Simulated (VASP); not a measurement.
# KBaI3 (Pm-3m) in VASP: settings compared

KBaI3 is run at these levels: PBE, r2SCAN; tasks: single point.

Everything below comes from runs of VASP 6.6.1. Logs are shortened: lines on timing, memory, paths and dates and some standing lists are left out, and cuts for length are marked.

### Step 1. The cell of the first run

The structure is cubic, space group Pm-3m (No. 221). The conventional cell has a = 6.719 Å, b = 6.719 Å, c = 6.719 Å, α = 90.00°, β = 90.00°, γ = 90.00°. Ba (site symmetry m-3m) has 6 I at 3.36 Å within 4.4 Å. I (site symmetry 4/mmm) has 2 Ba at 3.36 Å within 4.4 Å.

### Step 2. Single point, PBE

The input, INCAR:

```
SYSTEM = KBaI3
ALGO = Normal
EDIFF = 1E-6
ENCUT = 520
GGA = PE
ISIF = 2
ISMEAR = 0
LASPH = .TRUE.
LCHARG = .FALSE.
LREAL = .FALSE.
LWAVE = .FALSE.
NBANDS = 28
NELM = 60
PREC = Accurate
SIGMA = 0.01
```

The input, KPOINTS:

```
k-points
0
G
  4 4 4
  0 0 0
```

The input, POSCAR:

```
KBaI3
1.0
    6.7191904058      0.0000000000      0.0000000000
    0.0000000000      6.7191904058      0.0000000000
    0.0000000000      0.0000000000      6.7191904058
K Ba I
1 1 3
Direct
    0.0000000000      0.0000000000      0.0000000000
    0.5000000000      0.5000000000      0.5000000000
    0.5000000000      0.5000000000      0.0000000000
    0.5000000000      0.0000000000      0.5000000000
    0.0000000000      0.5000000000      0.5000000000
```

Potentials or basis: VASP PAW PBE potentials, release 64 (K_sv, Ba_sv, I).

Run with:

```
cat potpaw_PBE.64/K_sv/POTCAR potpaw_PBE.64/Ba_sv/POTCAR potpaw_PBE.64/I/POTCAR > POTCAR
mpirun -np 1 vasp_std > vasp.out
```

OUTCAR:

```text
SYSTEM = KBaI3
   EDIFF = 1E-6
   ENCUT = 520
   GGA = PE
   ISIF = 2
   ISMEAR = 0
   LASPH = .TRUE.
   LREAL = .FALSE.
   NELM = 60
   PREC = Accurate

 ion  position               nearest neighbor table
   1  0.000  0.000  0.000-
   2  0.500  0.500  0.500-   3 3.36   4 3.36   5 3.36   3 3.36   4 3.36   5 3.36
   3  0.500  0.500  0.000-   2 3.36   2 3.36
   4  0.500  0.000  0.500-   2 3.36   2 3.36
   5  0.000  0.500  0.500-   2 3.36   2 3.36

  LATTYP: Found a simple cubic cell.
 ALAT       =     6.7191904058

  Lattice vectors:

 A1 = (   6.7191904058,   0.0000000000,   0.0000000000)
 A2 = (   0.0000000000,   6.7191904058,   0.0000000000)
 A3 = (   0.0000000000,   0.0000000000,   6.7191904058)

Analysis of symmetry for initial positions (statically):
=====================================================================
 Subroutine PRICEL returns:
 Original cell was already a primitive cell.

 Routine SETGRP: Setting up the symmetry group for a
 simple cubic supercell.

 Subroutine GETGRP returns: Found 48 space group operations
 (whereof 48 operations were pure point group operations)
 out of a pool of 48 trial point group operations.

The static configuration has the point symmetry O_h .

Analysis of symmetry for dynamics (positions and initial velocities):
=====================================================================
 Subroutine PRICEL returns:
 Original cell was already a primitive cell.

 Routine SETGRP: Setting up the symmetry group for a
 simple cubic supercell.

 Subroutine GETGRP returns: Found 48 space group operations
 (whereof 48 operations were pure point group operations)
 out of a pool of 48 trial point group operations.

The dynamic configuration has the point symmetry O_h .

 Subroutine INISYM returns: Found 48 space group operations
 (whereof 48 operations are pure point group operations),
 and found     1 'primitive' translations

----------------------------------------------------------------------------------------

                                     Primitive cell

  volume of cell :     303.3548

  direct lattice vectors                    reciprocal lattice vectors
     6.719190406  0.000000000  0.000000000     0.148827454  0.000000000  0.000000000
     0.000000000  6.719190406  0.000000000     0.000000000  0.148827454  0.000000000
     0.000000000  0.000000000  6.719190406     0.000000000  0.000000000  0.148827454

  length of vectors
     6.719190406  6.719190406  6.719190406     0.148827454  0.148827454  0.148827454

  position of ions in fractional coordinates (direct lattice)
     0.000000000  0.000000000  0.000000000
     0.500000000  0.500000000  0.500000000
     0.500000000  0.500000000  0.000000000
     0.500000000  0.000000000  0.500000000
     0.000000000  0.500000000  0.500000000

  ion indices of the primitive-cell ions
   primitive index   ion index
                 1           1
                 2           2
                 3           3
                 4           4
                 5           5

----------------------------------------------------------------------------------------

 KPOINTS: k-points

Automatic generation of k-mesh.
 Grid dimensions read from file:
 generate k-points for:    4    4    4

 Generating k-lattice:

  Cartesian coordinates                     Fractional coordinates (reciprocal lattice)
     0.037206863  0.000000000  0.000000000     0.250000000  0.000000000  0.000000000
     0.000000000  0.037206863  0.000000000     0.000000000  0.250000000  0.000000000
     0.000000000  0.000000000  0.037206863     0.000000000  0.000000000  0.250000000

  Length of vectors
     0.037206863  0.037206863  0.037206863

  Shift w.r.t. Gamma in fractional coordinates (k-lattice)
     0.000000000  0.000000000  0.000000000

 Subroutine IBZKPT returns following result:
 ===========================================

 Found     10 irreducible k-points:

 Following reciprocal coordinates:
            Coordinates               Weight
  0.000000  0.000000  0.000000      1.000000
  0.250000  0.000000  0.000000      6.000000
  0.500000  0.000000  0.000000      3.000000
  0.250000  0.250000  0.000000     12.000000
  0.500000  0.250000  0.000000     12.000000
  0.500000  0.500000  0.000000      3.000000
  0.250000  0.250000  0.250000      8.000000
  0.500000  0.250000  0.250000     12.000000
  0.500000  0.500000  0.250000      6.000000
  0.500000  0.500000  0.500000      1.000000
   k-points           NKPTS =     10   k-points in BZ     NKDIM =     10   number of bands    NBANDS=     28
   number of dos      NEDOS =    301   number of ions     NIONS =      5
   total plane-waves  NPLWV = 125000
   dimension x,y,z NGX =    50 NGY =   50 NGZ =   50
   dimension x,y,z NGXF=   100 NGYF=  100 NGZF=  100
   ions per type =               1   1   3
   NGX,Y,Z   is equivalent  to a cutoff of  12.37, 12.37, 12.37 a.u.
   NGXF,Y,Z  is equivalent  to a cutoff of  24.74, 24.74, 24.74 a.u.
 SYSTEM =  KBaI3
   PREC   = accura    normal or accurate (medium, high low for compatibility)
   ISTART =      0    job   : 0-new  1-cont  2-samecut
   ICHARG =      2    charge: 1-file 2-atom 10-const
   ISPIN  =      1    spin polarized calculation?
   LNONCOLLINEAR =      F non collinear calculations
   LSORBIT =      F    spin-orbit coupling
   LASPH  =      T    aspherical Exc in radial PAW
   ENCUT  =  520.0 eV  38.22 Ry    6.18 a.u.  12.49 12.49 12.49*2*pi/ulx,y,z
   NELM   =     60;   NELMIN=  2; NELMDL= -5     # of ELM steps
   EDIFF  = 0.1E-05   stopping-criterion for ELM
   LREAL  =      F    real-space projection
   EDIFFG = 0.1E-04   stopping-criterion for IOM
   NSW    =      0    number of steps for IOM
   IBRION =     -1    ionic relax: 0-MD 1-quasi-New 2-CG
   NFREE  =      0    steps in history (QN), initial steepest desc. (CG)
   ISIF   =      2    stress and relaxation
   ISYM   =      2    0-nonsym 1-usesym 2-fastsym
   POTIM  = 0.5000    time-step for ionic-motion
   TEBEG  =    0.0;   TEEND  =   0.0 temperature during run
   PSTRESS=    0.0 pullay stress
   NELECT =      40.0000    total number of electrons
   NUPDOWN=      -1.0000    fix difference up-down
   EMIN   =  10.00;   EMAX   =-10.00  energy-range for DOS
   EFERMI =   0.00;   METHOD = LEGACY
   ISMEAR =     0;   SIGMA  =   0.01  broadening in eV -4-tet -1-fermi 0-gaus
   EFERMI_NEDOS =   21; number of points for ismear=-14 and -15
   IALGO  =     38    algorithm
   IMIX   =      4    mixing-type and parameters
     AMIX     =   0.40;   BMIX     =  1.00
     AMIX_MAG =   1.60;   BMIX_MAG =  1.00
  volume/ion in A,a.u.               =      60.67       409.43
  Fermi-wavevector in a.u.,A,eV,Ry     =   0.833255  1.574623  9.446712  0.694314
  Thomas-Fermi vector in A             =   1.946448
   LORBIT       =      0    0 simple, 1 ext, 2 COOP (PROOUT), +10 PAW based schemes
   GGA     = PE    functional components
   LHFCALC =     F    Hartree Fock is set to
   AEXX    =    0.0000 exact exchange contribution
   IVDW    =     0    specifies the selected vdW correction
   LEPSILON=     F    determine dielectric tensor
   LRPA    =     F    only Hartree local field effects (RPA)
 non-spin polarized calculation
 Gauss-broadening in eV      SIGMA  =   0.01
  energy-cutoff  :      520.00
  volume of cell :      303.35
 maximum number of plane-waves:      8217
 NGX is ok and might be reduce to    50
   NGX = 25   NGY = 25   NGZ = 25

 number of electron      40.0000007 magnetization

 Free energy of the ion-electron system (eV)
  ---------------------------------------------------
  ext. energy  EPLUGINS =         0.00000000
  ---------------------------------------------------
  free energy    TOTEN  =       -15.16305617 eV

  energy without entropy =      -15.16305617  energy(sigma->0) =      -15.16305617

 E-fermi :  -0.7471     XC(G=0):  -6.3236

 val. band max:       -0.8022144931   @ k =   0.5000   0.5000   0.5000
 cond. band min:       2.2911575114   @ k =   0.0000   0.0000   0.0000
 fundamental gap:      3.0933720045
 Fermi energy:        -0.7471053285

 k-point     1 :       0.0000    0.0000    0.0000
  band No.  band energies     occupation
      1     -31.2294      2.00000
      2     -27.0391      2.00000
      3     -14.6691      2.00000
      4     -14.6691      2.00000
      5     -14.6691      2.00000
      6     -12.3372      2.00000
[... 20 lines left out ...]
     27       4.6488      0.00000
     28       4.6489      0.00000

 k-point     2 :       0.2500    0.0000    0.0000
  band No.  band energies     occupation
      1     -31.2294      2.00000
      2     -27.0390      2.00000
      3     -14.6693      2.00000
      4     -14.6691      2.00000
      5     -14.6691      2.00000
      6     -12.5287      2.00000
[... 20 lines left out ...]
     27       4.8375      0.00000
     28       4.9416      0.00000

 k-point     3 :       0.5000    0.0000    0.0000
  band No.  band energies     occupation
      1     -31.2294      2.00000
      2     -27.0389      2.00000
      3     -14.6695      2.00000
      4     -14.6690      2.00000
      5     -14.6690      2.00000
      6     -12.6643      2.00000
[... 20 lines left out ...]
     27       4.9410      0.00000
     28       5.4139      0.00000

 k-point     4 :       0.2500    0.2500    0.0000
  band No.  band energies     occupation
      1     -31.2294      2.00000
      2     -27.0389      2.00000
      3     -14.6693      2.00000
      4     -14.6693      2.00000
      5     -14.6690      2.00000
      6     -12.5304      2.00000
[... 144 lines left out ...]
     27       5.2349      0.00000
     28       5.8157      0.00000

 k-point     9 :       0.5000    0.5000    0.2500
  band No.  band energies     occupation
      1     -31.2294      2.00000
      2     -27.0386      2.00000
      3     -14.6694      2.00000
      4     -14.6694      2.00000
      5     -14.6692      2.00000
      6     -12.6621      2.00000
[... 20 lines left out ...]
     27       5.0896      0.00000
     28       5.6707      0.00000

 k-point    10 :       0.5000    0.5000    0.5000
  band No.  band energies     occupation
      1     -31.2294      2.00000
      2     -27.0385      2.00000
      3     -14.6693      2.00000
      4     -14.6693      2.00000
      5     -14.6693      2.00000
      6     -12.6615      2.00000
[... 20 lines left out ...]
     27       5.1284      0.00000
     28       6.0730      0.00000

------------------------ aborting loop because EDIFF is reached ----------------------------------------

  FORCE on cell =-STRESS in cart. coord.  units (eV):
  Direction    XX          YY          ZZ          XY          YZ          ZX
  --------------------------------------------------------------------------------------
  -------------------------------------------------------------------------------------
  Total        0.4610998      0.4610998      0.4610998      0.0000000      0.0000000     -0.0000000
  in kB        2.4353124      2.4353124      2.4353124      0.0000000      0.0000000     -0.0000000
  external PRESSURE =       2.4353124 kB  Pullay stress =       0.0000000 kB

 VOLUME and BASIS-vectors are now :
 -----------------------------------------------------------------------------
  energy-cutoff  :      520.00
  volume of cell :      303.35
      direct lattice vectors                 reciprocal lattice vectors
     6.719190406  0.000000000  0.000000000     0.148827454  0.000000000  0.000000000
     0.000000000  6.719190406  0.000000000     0.000000000  0.148827454  0.000000000
     0.000000000  0.000000000  6.719190406     0.000000000  0.000000000  0.148827454

 POSITION                                       TOTAL-FORCE (eV/Angst)
 -----------------------------------------------------------------------------------
      0.00000      0.00000      0.00000         0.000000      0.000000      0.000000
      3.35960      3.35960      3.35960         0.000000      0.000000      0.000000
      3.35960      3.35960      0.00000         0.000000      0.000000      0.000000
      3.35960      0.00000      3.35960         0.000000      0.000000      0.000000
      0.00000      3.35960      3.35960         0.000000      0.000000      0.000000
 -----------------------------------------------------------------------------------
    total drift:                                0.000000     -0.000000      0.000000

  FREE ENERGIE OF THE ION-ELECTRON SYSTEM (eV)
  ---------------------------------------------------
  free  energy   TOTEN  =       -15.1630561747 eV

  energy  without entropy=      -15.1630561747  energy(sigma->0) =      -15.16305617
```

It took 1.8 min on 1 thread of Intel Xeon Platinum 8259CL at 2.50GHz (Skylake/Cascade Lake), shared host; peak memory 0.39 GiB.

What came out:

```
Free energy            : -15.1631 eV
Pressure               : 0.2 GPa
Band gap on the k mesh : 3.09 eV (least direct gap 3.27 eV)
```

Caveat: spin-orbit coupling is left out, which moves the levels of the heavy elements. A k mesh can miss the band edges.

### Step 3. Single point, r2SCAN

POSCAR is that of step 2.

The input, INCAR.step1:

```
SYSTEM = KBaI3
PREC = Accurate ; ENCUT = 520
ISMEAR = 0 ; SIGMA = 0.01
LREAL = .FALSE. ; LASPH = .TRUE.
NELM = 100 ; NBANDS = 28
GGA = PE ; ALGO = Normal
EDIFF = 1E-4 ; LWAVE = .TRUE.
LCHARG = .FALSE.
```

The input, INCAR.step2:

```
SYSTEM = KBaI3
PREC = Accurate ; ENCUT = 520
EDIFF = 1E-6 ; ISMEAR = 0
SIGMA = 0.01 ; LREAL = .FALSE.
LASPH = .TRUE. ; NELM = 100
ALGO = Normal ; ISIF = 2
LWAVE = .FALSE. ; LCHARG = .TRUE.
METAGGA = R2SCAN ; LMIXTAU = .TRUE.
LELF = .TRUE. ; LVHAR = .TRUE.
NBANDS = 28 ; ISTART = 1
```

The input, KPOINTS:

```
regular mesh
0
G
  4 4 4
  0 0 0
```

Potentials or basis: VASP PAW PBE potentials, release 64 (K_sv, Ba_sv, I).

Run with:

```
cat potpaw_PBE.64/K_sv/POTCAR potpaw_PBE.64/Ba_sv/POTCAR potpaw_PBE.64/I/POTCAR > POTCAR
cp INCAR.step1 INCAR
mpirun -np 1 vasp_std > vasp.out
cp INCAR.step2 INCAR
mpirun -np 1 vasp_std > vasp.out
```

Wall time 6.8 min (1 thread of Intel Xeon Platinum 8259CL at 2.50GHz (Skylake/Cascade Lake), shared host); peak memory 0.44 GiB.

Results (log left out):

| Quantity | Value |
| --- | --- |
| Free energy | -114.7951 eV |
| Pressure | 0.1 GPa |
| Band gap on the k mesh | 3.76 eV (least direct gap 3.94 eV) |

Levels at points of the mesh, in eV from the valence-band top:
| k point | band 18 | band 19 | band 20 | band 21 | band 22 | band 23 |
| --- | --- | --- | --- | --- | --- | --- |
| (0.00, 0.00, 0.00) | -0.18 | -0.18 | -0.18 | 3.76 | 4.50 | 4.50 |
| (0.50, 0.00, 0.00) | -0.48 | -0.24 | -0.24 | 4.60 | 5.00 | 5.22 |
| (0.50, 0.50, 0.00) | -0.60 | -0.55 | -0.01 | 5.32 | 5.62 | 5.62 |
| (0.50, 0.50, 0.50) | 0.00 | 0.00 | 0.00 | 4.54 | 6.14 | 6.14 |

Caveat: the PAW data sets were made with another functional, which shifts forces and pressure a little; spin-orbit coupling is left out, which moves the levels of the heavy elements. A k mesh can miss the band edges.
